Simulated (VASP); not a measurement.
# As (Pm-3m) in VASP: further runs, part 2 of 2

VASP 6.6.1. The steps go on from the part before.

**3. Single point, PBE**

This run uses another cell than the first one, of 24.51 Å³/atom, 1.097 times its volume.

INCAR

```
SYSTEM = As
PREC = Accurate
ENCUT = 520
EDIFF = 1E-6
ISMEAR = 0
SIGMA = 0.1
LREAL = .False.
LASPH = .True.
NELM = 80
ALGO = Normal
ISIF = 2
LWAVE = .False.
LCHARG = .True.
GGA = PE
LELF = .True.
LVHAR = .True.
NBANDS = 14
```

KPOINTS

```
Automatic mesh
0
Gamma
  4 4 4
  0 0 0
```

POSCAR

```
As
1.0
    4.1894549500      0.0000000000      0.0000000000
    0.0000000000      4.1894549500      0.0000000000
    0.0000000000      0.0000000000      4.1894549500
As
3
Direct
    0.5000000000      0.0000000000      0.0000000000
    0.0000000000      0.5000000000      0.0000000000
    0.0000000000      0.0000000000      0.5000000000
```

Potentials or basis: VASP PAW PBE potentials, release 64 (As).

Launch:

```bash
cat potpaw_PBE.64/As/POTCAR > POTCAR
mpirun -np 1 vasp_std > vasp.out
```

Run time: 9.4 s. Hardware: 1 thread of AMD EPYC 7R43 (Zen 3), shared host; peak memory 0.13 GiB.

Results (log left out):

- Free energy: -12.6306 eV
- Pressure: -5.4 GPa

Levels at points of the mesh, in eV from the Fermi level:
```csv
k point,band 3,band 4,band 5,band 6,band 7,band 8,band 9,band 10,band 11,band 12
"(0.00, 0.00, 0.00)",-8.27,-4.13,-4.13,-4.13,1.43,1.43,1.43,2.41,4.01,4.01
"(0.50, 0.00, 0.00)",-8.03,-3.01,-3.01,-0.85,-0.85,-0.60,-0.40,-0.39,3.23,3.23
"(0.50, 0.50, 0.00)",-10.69,-4.71,-2.65,-1.33,-0.55,-0.55,-0.20,-0.20,4.23,4.92
"(0.50, 0.50, 0.50)",-10.25,-6.69,-4.34,-4.34,-4.34,2.73,4.52,4.52,5.04,5.04
```

Caveat: the k points lie up to 0.37 Å⁻¹ apart.

**4. Relaxation of cell and atoms, PBE**

This run uses another cell than the first one, of 24.51 Å³/atom, 1.097 times its volume.

INCAR

```
PREC = Accurate
ENCUT = 600
EDIFF = 1E-6
ISMEAR = 0
SIGMA = 0.1
LREAL = False
LASPH = True
NELM = 80
ALGO = Normal
ISIF = 3
LWAVE = False
LCHARG = False
GGA = PE
IBRION = 2
NSW = 90
EDIFFG = -0.04
```

KPOINTS

```
Automatic mesh
0
Gamma
  4 4 4
```

POSCAR is that of step 3.

Potentials or basis: VASP PAW PBE potentials, release 64 (As).

Launch:

```bash
cat potpaw_PBE.64/As/POTCAR > POTCAR
mpirun -np 1 vasp_std > vasp.out
```

OUTCAR:

```text
PREC = Accurate
   ENCUT = 600
   EDIFF = 1E-6
   ISMEAR = 0
   LREAL = False
   LASPH = True
   NELM = 80
   ISIF = 3
   GGA = PE
   IBRION = 2
   NSW = 90
   EDIFFG = -0.04

 ion  position               nearest neighbor table
   1  0.500  0.000  0.000-
   2  0.000  0.500  0.000-
   3  0.000  0.000  0.500-

  LATTYP: Found a simple cubic cell.
 ALAT       =     4.1894549500

  Lattice vectors:

 A1 = (   4.1894549500,   0.0000000000,   0.0000000000)
 A2 = (   0.0000000000,   4.1894549500,   0.0000000000)
 A3 = (   0.0000000000,   0.0000000000,   4.1894549500)

Analysis of symmetry for initial positions (statically):
=====================================================================
 Subroutine PRICEL returns:
 Original cell was already a primitive cell.

 Routine SETGRP: Setting up the symmetry group for a
 simple cubic supercell.

[... 204 lines left out ...]
      2      -2.9241      2.00000
      3      -2.9241      2.00000
      4       0.4079      2.00000
      5       0.4079      2.00000
      6       0.4079      2.00000
      7       6.8069      0.00000
      8       6.8069      0.00000
      9       6.8069      0.00000
     10       7.0288      0.00000
     11       9.6958      0.00000
[... 160 lines left out ...]
--------------------------------------- Ionic step        3  -------------------------------------------

 number of electron      15.0000003 magnetization

 Free energy of the ion-electron system (eV)
  ---------------------------------------------------
  ext. energy  EPLUGINS =         0.00000000
  ---------------------------------------------------
  free energy    TOTEN  =       -12.74977826 eV

  energy without entropy =      -12.73504779  energy(sigma->0) =      -12.74241303

 E-fermi :   4.8764     XC(G=0):  -9.8217

 val. band max:        4.8652987416   @ k =   0.2500   0.2500   0.2500
 cond. band min:       5.0558713568   @ k =   0.2500   0.2500   0.0000
 fundamental gap:      0.1905726152
 Fermi energy:         4.8763945221

 k-point     1 :       0.0000    0.0000    0.0000
  band No.  band energies     occupation
      1      -9.7347      2.00000
      2      -3.2906      2.00000
      3      -3.2906      2.00000
      4       0.2489      2.00000
      5       0.2489      2.00000
      6       0.2489      2.00000
      7       6.4312      0.00000
      8       6.4312      0.00000
      9       6.4312      0.00000
     10       6.8488      0.00000
     11       9.2435      0.00000
[... 154 lines left out ...]
  FREE ENERGIE OF THE ION-ELECTRON SYSTEM (eV)
  ---------------------------------------------------
  free  energy   TOTEN  =       -12.7497782638 eV

  energy  without entropy=      -12.7350477865  energy(sigma->0) =      -12.74241303

 reached required accuracy - stopping structural energy minimisation
```

CONTCAR:

```text
As
   1.00000000000000
     4.0625435360909439    0.0000000000000000    0.0000000000000000
     0.0000000000000000    4.0625435360909439   -0.0000000000000000
    -0.0000000000000000    0.0000000000000000    4.0625435360909439
  As
     3
Direct
     0.5000000000000000    0.0000000000000000    0.0000000000000000
     0.0000000000000000    0.5000000000000000    0.0000000000000000
     0.0000000000000000    0.0000000000000000    0.5000000000000000

  0.00000000E+00  0.00000000E+00  0.00000000E+00
  0.00000000E+00  0.00000000E+00  0.00000000E+00
  0.00000000E+00  0.00000000E+00  0.00000000E+00
```

Run time: 26 s. Hardware: 1 thread of AMD EPYC 7R43 (Zen 3), shared host; peak memory 0.16 GiB.

What came out:

```yaml
Free_energy: -12.7498 eV
Relaxed_volume: 22.35 Å³/atom
Relaxed_cell: a = 4.063 Å, b = 4.063 Å, c = 4.063 Å, α = 90.00°, β = 90.00°, γ = 90.00°
Space_group_after_relaxing_to_0.05_Å: Pm-3m (No. 221)
Energy_gained_by_relaxing: 39.7 meV/atom
Ionic_steps: 3
Pressure_after_relaxing: 0.0 GPa
```

Step by step:
```
step  energy change (eV)  largest force (eV/Å)  pressure (GPa)  volume (Å³)
   1              0.0000                0.0000           -5.43        73.53
   2             -0.1047                0.0000            2.35        65.04
   3             -0.1191                0.0000            0.02        67.05
```

Final structure:
```
As
1.0
     4.06254    0.00000    0.00000
     0.00000    4.06254    0.00000
     0.00000    0.00000    4.06254
As
3
Direct
  0.50000 0.00000 0.00000
  0.00000 0.50000 0.00000
  0.00000 0.00000 0.50000
```

Caveat: the k points lie up to 0.39 Å⁻¹ apart in the final cell.

**5. Overview**

```tsv
task	cell	cutoff (eV)	gap on the mesh (eV)	pressure (GPa)
single point	a = 4.062 Å, 3 atoms	520	none	0.0
single point	a = 4.189 Å, 3 atoms	520	none	-5.4
relaxation of cell and atoms	relaxed from a = 4.189 Å, 3 atoms	600	none	0.0
```

Alike in all rows: level PBE; potentials or basis VASP PAW PBE potentials, release 64 (As); no spin polarisation; k mesh 4 × 4 × 4; smearing gaussian 0.1 eV.

Caveats: all runs use coarse meshes.

Total energies depend on the potentials used, so only differences within one code and one set of settings carry meaning.
